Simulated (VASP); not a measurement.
Crystal: GaAs (zincblende type).

```
Ga As
1.0
     0.00000    2.89763    2.89763
     2.89763    0.00000    2.89763
     2.89763    2.89763    0.00000
Ga As
1 1
Direct
  0.00000 0.00000 0.00000
  0.25000 0.25000 0.25000
```

- Program: VASP 6.6.1
- Task: relaxation of cell and atoms
- Functional: r2SCAN
- Potentials or basis: VASP PAW PBE potentials, release 64 (Ga_d, As)
- Cutoff: 600 eV
- k mesh: 11 × 11 × 11
- Occupations: fermi-dirac, width 0.08 eV
- Spin: no spin polarisation

At the start: pressure -4.1 GPa; volume 24.33 Å³/atom.

Where does the relaxation end?

Over 3 steps the energy falls by 21.8 meV/atom and the volume is 22.75 Å³/atom (-6.5 %); space group F-43m (No. 216, to 0.1 Å) before and after.

Step by step:
```tsv
step	energy change (eV)	largest force (eV/Å)	pressure (GPa)	volume (Å³)
1	0.0000	0.0000	-4.12	48.66
2	-0.0371	0.0000	1.94	44.39
3	-0.0435	0.0000	0.03	45.50
```

Final structure:
```yaml
crystal:
  lattice:
    - [0.00000, 2.83346, 2.83346]
    - [2.83346, 0.00000, 2.83346]
    - [2.83346, 2.83346, 0.00000]
  atoms:
    - { symbol: Ga, position: [0.00000, 0.00000, 0.00000] }
    - { symbol: As, position: [0.25000, 0.25000, 0.25000] }
```

Caveat: the PAW data sets were made with another functional, which shifts forces and pressure a little.
